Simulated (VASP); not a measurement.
# GaP (I-4m2) in VASP: a series of runs, part 2 of 2

VASP 6.6.1. Earlier steps stand in the parts before.

**4. Single point, r2SCAN (uniaxial x strain -0.9%)**

Input file POSCAR:

```
GaP
1.0
    0.0000000000      2.7253992947      2.7253992947
    2.7016883208      0.0000000000      2.7253992947
    2.7016883208      2.7253992947      0.0000000000
Ga P
1 1
Direct
    0.0000000000      0.0000000000      0.0000000000
    0.2500000000      0.2500000000      0.2500000000
```

Input file INCAR.step1:

```
PREC = Accurate ; ENCUT = 520
ISMEAR = 0 ; SIGMA = 0.01
LREAL = False ; LASPH = True
NELM = 100 ; NBANDS = 16
GGA = PE ; ALGO = Normal
EDIFF = 1E-4 ; LWAVE = True
LCHARG = False
```

Input file INCAR.step2:

```
PREC = Accurate ; ENCUT = 520
EDIFF = 1E-6 ; ISMEAR = 0
SIGMA = 0.01 ; LREAL = False
LASPH = True ; NELM = 100
ALGO = Normal ; ISIF = 2
LWAVE = False ; LCHARG = False
METAGGA = R2SCAN ; LMIXTAU = True
NBANDS = 16 ; ISTART = 1
```

Input file KPOINTS:

```
regular mesh
0
Gamma
  8 8 8
```

Potentials or basis: VASP PAW PBE potentials, release 64 (Ga_d, P).

Command:

```console
cat potpaw_PBE.64/Ga_d/POTCAR potpaw_PBE.64/P/POTCAR > POTCAR
cp INCAR.step1 INCAR
mpirun -np 1 vasp_std > vasp.out
cp INCAR.step2 INCAR
mpirun -np 1 vasp_std > vasp.out
```

OUTCAR:

```text
PREC = Accurate
   ENCUT = 520
   EDIFF = 1E-6
   ISMEAR = 0
   LREAL = False
   LASPH = True
   NELM = 100
   ISIF = 2
   METAGGA = R2SCAN
   ISTART = 1

 ion  position               nearest neighbor table
   1  0.000  0.000  0.000-   2 2.35   2 2.35   2 2.35   2 2.35
   2  0.250  0.250  0.250-   1 2.35   1 2.35   1 2.35   1 2.35

  LATTYP: Found a body centered tetragonal cell.
 ALAT       =     3.8542966454
 C/A-ratio  =     1.4019099044

  Lattice vectors:

 A1 = (  -2.7016883208,   0.0000000000,  -2.7253992947)
 A2 = (  -2.7016883208,   0.0000000000,   2.7253992947)
 A3 = (   2.7016883208,   2.7253992947,   0.0000000000)

Analysis of symmetry for initial positions (statically):
=====================================================================
 Subroutine PRICEL returns:
 Original cell was already a primitive cell.

 Routine SETGRP: Setting up the symmetry group for a
 body centered tetragonal supercell.

 Subroutine GETGRP returns: Found  8 space group operations
 (whereof  8 operations were pure point group operations)
 out of a pool of 16 trial point group operations.

The static configuration has the point symmetry D_2d.

Analysis of symmetry for dynamics (positions and initial velocities):
=====================================================================
 Subroutine PRICEL returns:
 Original cell was already a primitive cell.

 Routine SETGRP: Setting up the symmetry group for a
 body centered tetragonal supercell.

 Subroutine GETGRP returns: Found  8 space group operations
 (whereof  8 operations were pure point group operations)
 out of a pool of 16 trial point group operations.

The dynamic configuration has the point symmetry D_2d.

 Subroutine INISYM returns: Found  8 space group operations
 (whereof  8 operations are pure point group operations),
 and found     1 'primitive' translations

----------------------------------------------------------------------------------------

[... 113 lines left out ...]
  volume/ion in A,a.u.               =      20.07       135.42
  Fermi-wavevector in a.u.,A,eV,Ry     =   1.253114  2.368042 21.365148  1.570294
  Thomas-Fermi vector in A             =   2.386982
   LORBIT       =      0    0 simple, 1 ext, 2 COOP (PROOUT), +10 PAW based schemes
   METAGGA = R2SCAN    functional components
   LHFCALC =     F    Hartree Fock is set to
   AEXX    =    0.0000 exact exchange contribution
   IVDW    =     0    specifies the selected vdW correction
   LEPSILON=     F    determine dielectric tensor
   LRPA    =     F    only Hartree local field effects (RPA)
 non-spin polarized calculation
 Gauss-broadening in eV      SIGMA  =   0.01
  energy-cutoff  :      520.00
  volume of cell :       40.14
 maximum number of plane-waves:      1098
 NGX is ok and might be reduce to    30
   NGX = 15   NGY = 15   NGZ = 15

 number of electron      17.9999988 magnetization

 Free energy of the ion-electron system (eV)
  ---------------------------------------------------
  ext. energy  EPLUGINS =         0.00000000
  ---------------------------------------------------
  free energy    TOTEN  =       -21.46179941 eV

  energy without entropy =      -21.46179941  energy(sigma->0) =      -21.46179941

 E-fermi :   4.6838     XC(G=0): -10.5909

 val. band max:        4.5851859736   @ k =   0.0000   0.0000   0.0000
 cond. band min:       6.3841805481   @ k =   0.0000   0.3750   0.3750
 fundamental gap:      1.7989945745
 Fermi energy:         4.6838041215

 k-point     1 :       0.0000    0.0000    0.0000
  band No.  band energies     occupation
      1     -10.4540      2.00000
      2     -10.4539      2.00000
      3     -10.4514      2.00000
      4     -10.3374      2.00000
      5     -10.3359      2.00000
      6      -8.5377      2.00000
[... 433 lines left out ...]
      3     -10.4264      2.00000
      4     -10.3378      2.00000
      5     -10.3329      2.00000
      6      -7.2759      2.00000
[... 8 lines left out ...]
     15      15.7847      0.00000
     16      16.5362      0.00000

 [... further k-points ...]

------------------------ aborting loop because EDIFF is reached ----------------------------------------

  FORCE on cell =-STRESS in cart. coord.  units (eV):
  Direction    XX          YY          ZZ          XY          YZ          ZX
  --------------------------------------------------------------------------------------
  -------------------------------------------------------------------------------------
  Total        0.3044702      0.1323803      0.1323803      0.0000000      0.0000000      0.0000000
  in kB       12.1542962      5.2845545      5.2845545      0.0000000      0.0000000      0.0000000
  external PRESSURE =       7.5744684 kB  Pullay stress =       0.0000000 kB

 VOLUME and BASIS-vectors are now :
 -----------------------------------------------------------------------------
  energy-cutoff  :      520.00
  volume of cell :       40.14
      direct lattice vectors                 reciprocal lattice vectors
     0.000000000  2.725399295  2.725399295    -0.185069461  0.183459356  0.183459356
     2.701688321  0.000000000  2.725399295     0.185069461 -0.183459356  0.183459356
     2.701688321  2.725399295  0.000000000     0.185069461  0.183459356 -0.183459356

 POSITION                                       TOTAL-FORCE (eV/Angst)
 -----------------------------------------------------------------------------------
      0.00000      0.00000      0.00000         0.000000     -0.000000     -0.000000
      1.35084      1.36270      1.36270        -0.000000      0.000000      0.000000
 -----------------------------------------------------------------------------------
    total drift:                                0.000013      0.000010      0.000010

  FREE ENERGIE OF THE ION-ELECTRON SYSTEM (eV)
  ---------------------------------------------------
  free  energy   TOTEN  =       -21.4617994126 eV

  energy  without entropy=      -21.4617994126  energy(sigma->0) =      -21.46179941
```

Wall time 78 s (1 thread of Intel Xeon 6975P-C (Granite Rapids), shared host); peak memory 0.18 GiB.

Results:

- Free energy: -21.4618 eV
- Pressure: 0.8 GPa
- Band gap on the k mesh: 1.80 eV, indirect (least direct gap 2.38 eV)

Stress tensor (GPa, compression positive):
```
1.22 0.00 0.00
0.00 0.53 0.00
0.00 0.00 0.53
```

Caveat: the cell differs from its parent crystal (uniaxial x strain -0.9%); the PAW data sets were made with another functional, which shifts forces and pressure a little. A k mesh can miss the band edges.

**5. Single point, r2SCAN (uniaxial z strain -0.7%)**

Input file POSCAR:

```
GaP
1.0
    0.0000000000      2.7253992947      2.7076841993
    2.7253992947      0.0000000000      2.7076841993
    2.7253992947      2.7253992947      0.0000000000
Ga P
1 1
Direct
    0.0000000000      0.0000000000      0.0000000000
    0.2500000000      0.2500000000      0.2500000000
```

INCAR.step1 is that of step 4.

Edit INCAR.step2 of step 4 so:

```diff
@@ -1,3 +1,3 @@
 PREC = Accurate ; ENCUT = 520
-EDIFF = 1E-6 ; ISMEAR = 0
+EDIFF = 1E-7 ; ISMEAR = 0
 SIGMA = 0.01 ; LREAL = False
```

Input file KPOINTS:

```
Automatic mesh
0
Gamma
  8 8 8
```

Potentials or basis: VASP PAW PBE potentials, release 64 (Ga_d, P).

Command:

```console
cat potpaw_PBE.64/Ga_d/POTCAR potpaw_PBE.64/P/POTCAR > POTCAR
cp INCAR.step1 INCAR
mpirun -np 1 vasp_std > vasp.out
cp INCAR.step2 INCAR
mpirun -np 1 vasp_std > vasp.out
```

OUTCAR:

```text
PREC = Accurate
   ENCUT = 520
   EDIFF = 1E-7
   ISMEAR = 0
   LREAL = False
   LASPH = True
   NELM = 100
   ISIF = 2
   METAGGA = R2SCAN
   ISTART = 1

 ion  position               nearest neighbor table
   1  0.000  0.000  0.000-   2 2.36   2 2.36   2 2.36   2 2.36
   2  0.250  0.250  0.250-   1 2.36   1 2.36   1 2.36   1 2.36

  LATTYP: Found a body centered tetragonal cell.
 ALAT       =     3.8542966454
 C/A-ratio  =     1.4050211742

  Lattice vectors:

 A1 = (   0.0000000000,  -2.7253992947,  -2.7076841993)
 A2 = (   0.0000000000,   2.7253992947,  -2.7076841993)
 A3 = (   2.7253992947,   0.0000000000,   2.7076841993)

Analysis of symmetry for initial positions (statically):
=====================================================================
 Subroutine PRICEL returns:
 Original cell was already a primitive cell.

 Routine SETGRP: Setting up the symmetry group for a
 body centered tetragonal supercell.

 Subroutine GETGRP returns: Found  8 space group operations
 (whereof  8 operations were pure point group operations)
 out of a pool of 16 trial point group operations.

The static configuration has the point symmetry D_2d.

[... 162 lines left out ...]

 val. band max:        4.5534793709   @ k =   0.0000   0.0000   0.0000
 cond. band min:       6.3787320209   @ k =   0.3750   0.3750   0.0000
 fundamental gap:      1.8252526500
 Fermi energy:         4.6421614588

 k-point     1 :       0.0000    0.0000    0.0000
  band No.  band energies     occupation
      1     -10.4729      2.00000
      2     -10.4728      2.00000
      3     -10.4709      2.00000
      4     -10.3571      2.00000
      5     -10.3559      2.00000
      6      -8.5434      2.00000
[... 433 lines left out ...]
      3     -10.4403      2.00000
      4     -10.3619      2.00000
      5     -10.3473      2.00000
      6      -6.9976      2.00000
[... 8 lines left out ...]
     15      15.9918      0.00000
     16      16.0829      0.00000

 [... further k-points ...]

------------------------ aborting loop because EDIFF is reached ----------------------------------------

  FORCE on cell =-STRESS in cart. coord.  units (eV):
  Direction    XX          YY          ZZ          XY          YZ          ZX
  --------------------------------------------------------------------------------------
  -------------------------------------------------------------------------------------
  Total        0.0947252      0.0947252      0.2238505      0.0000000      0.0000000      0.0000000
  in kB        3.7730090      3.7730090      8.9162113      0.0000000      0.0000000      0.0000000
  external PRESSURE =       5.4874098 kB  Pullay stress =       0.0000000 kB

 VOLUME and BASIS-vectors are now :
 -----------------------------------------------------------------------------
  energy-cutoff  :      520.00
  volume of cell :       40.22
      direct lattice vectors                 reciprocal lattice vectors
     0.000000000  2.725399295  2.707684199    -0.183459356  0.183459356  0.184659644
     2.725399295  0.000000000  2.707684199     0.183459356 -0.183459356  0.184659644
     2.725399295  2.725399295  0.000000000     0.183459356  0.183459356 -0.184659644

 POSITION                                       TOTAL-FORCE (eV/Angst)
 -----------------------------------------------------------------------------------
      0.00000      0.00000      0.00000        -0.000000     -0.000000     -0.000000
      1.36270      1.36270      1.35384         0.000000      0.000000      0.000000
 -----------------------------------------------------------------------------------
    total drift:                                0.000010      0.000010      0.000012

  FREE ENERGIE OF THE ION-ELECTRON SYSTEM (eV)
  ---------------------------------------------------
  free  energy   TOTEN  =       -21.4623839855 eV

  energy  without entropy=      -21.4623839855  energy(sigma->0) =      -21.46238399
```

OSZICAR.step1:

```text
N       E                     dE             d eps       ncg     rms          rms(c)
DAV:   1     0.815711536574E+02    0.81571E+02   -0.90678E+03  1944   0.160E+03
DAV:   2    -0.300110919881E+01   -0.84572E+02   -0.80397E+02  2152   0.315E+02
DAV:   3    -0.928183159830E+01   -0.62807E+01   -0.62595E+01  2352   0.660E+01
DAV:   4    -0.938072743254E+01   -0.98896E-01   -0.98879E-01  2408   0.897E+00
DAV:   5    -0.938271268549E+01   -0.19853E-02   -0.19851E-02  2360   0.111E+00    0.428E+00
DAV:   6    -0.913832565488E+01    0.24439E+00   -0.37753E-01  2912   0.106E+01    0.284E+00
DAV:   7    -0.911060005634E+01    0.27726E-01   -0.96548E-02  2528   0.210E+00    0.112E+00
DAV:   8    -0.911088636893E+01   -0.28631E-03   -0.13441E-02  2248   0.141E+00    0.203E-01
DAV:   9    -0.911128421962E+01   -0.39785E-03   -0.13231E-03  2408   0.497E-01    0.790E-02
DAV:  10    -0.911135186738E+01   -0.67648E-04   -0.88090E-05  1952   0.119E-01
   1 F= -.91113519E+01 E0= -.91113519E+01  d E =-.203407E-13
```

Wall time 88 s (1 thread of Intel Xeon 6975P-C (Granite Rapids), shared host); peak memory 0.18 GiB.

What came out:

- Free energy: -21.4624 eV
- Pressure: 0.5 GPa
- Band gap on the k mesh: 1.83 eV, indirect (least direct gap 2.37 eV)

Caveat: the cell differs from its parent crystal (uniaxial z strain -0.7%); the PAW data sets were made with another functional, which shifts forces and pressure a little. A k mesh can miss the band edges.

**6. The runs side by side**

| level | cell | smearing | gap on the mesh (eV) | pressure (GPa) |
| --- | --- | --- | --- | --- |
| PBE | a = 3.854, b = 3.838, c = 3.838 Å, angles 60.3, 59.9, 59.9°, 2 atoms | fermi-dirac 0.02 eV | 1.54 | 3.2 |
| PBE | a = 3.842, b = 3.842, c = 3.854 Å, angles 59.9, 59.9, 60.2°, 2 atoms | fermi-dirac 0.02 eV | 1.57 | 3.0 |
| r2SCAN | a = 3.854, b = 3.838, c = 3.838 Å, angles 60.3, 59.9, 59.9°, 2 atoms | gaussian 0.01 eV | 1.80 | 0.8 |
| r2SCAN | a = 3.842, b = 3.842, c = 3.854 Å, angles 59.9, 59.9, 60.2°, 2 atoms | gaussian 0.01 eV | 1.83 | 0.5 |

Alike in all rows: task single point; potentials or basis VASP PAW PBE potentials, release 64 (Ga_d, P); no spin polarisation; k mesh 8 × 8 × 8; cutoff (eV) 520.

Caveats: the PAW data sets were made with another functional, which shifts forces and pressure a little (some runs).

Total energies depend on the potentials used, so only differences within one code and one set of settings carry meaning.
